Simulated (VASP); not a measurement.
Input of a VASP 6.6.1 run:

File INCAR:

```
PREC = Accurate
ENCUT = 520
EDIFF = 1E-7
ISMEAR = 0
SIGMA = 0.1
LREAL = F
LASPH = T
NELM = 100
ALGO = Normal
ISIF = 2
LWAVE = F
LCHARG = T
GGA = PE
LELF = T
LVHAR = T
NBANDS = 26
```

KPOINTS

```
regular mesh
0
Gamma
  4 4 4
```

Contents of POSCAR:

```
ScBSbP3
1.0
    4.6825183900      0.0000000000      0.0000000000
    0.0000000000      4.6825183900      0.0000000000
    0.0000000000      0.0000000000      5.2116080800
Sc B Sb P
1 1 1 3
Direct
    0.0000000000      0.0000000000      0.5000000000
    0.5000000000      0.5000000000      0.0000000000
    0.0000000000      0.0000000000      0.0000000000
    0.5000000000      0.0000000000      0.5000000000
    0.0000000000      0.5000000000      0.5000000000
    0.5000000000      0.5000000000      0.5000000000
```

Potentials or basis: VASP PAW PBE potentials, release 64 (Sc_sv, B, Sb, P).

Launch:

```bash
$ cat potpaw_PBE.64/Sc_sv/POTCAR potpaw_PBE.64/B/POTCAR potpaw_PBE.64/Sb/POTCAR potpaw_PBE.64/P/POTCAR > POTCAR
$ mpirun -np 1 vasp_std > vasp.out
```

Task: Predict the band gap on the k mesh.

Result: Zero (bands 17 and 18 overlap by 1.18 eV).

Task: Predict the pressure.

Result: 11.9 GPa.

Stress tensor (GPa, compression positive):
```
14.07  0.00  0.00
 0.00 14.07  0.00
 0.00  0.00  7.55
```

Caveat: the stress differs along the axes, from 8 to 14 GPa; spin-orbit coupling is left out, which moves the levels of the heavy elements.
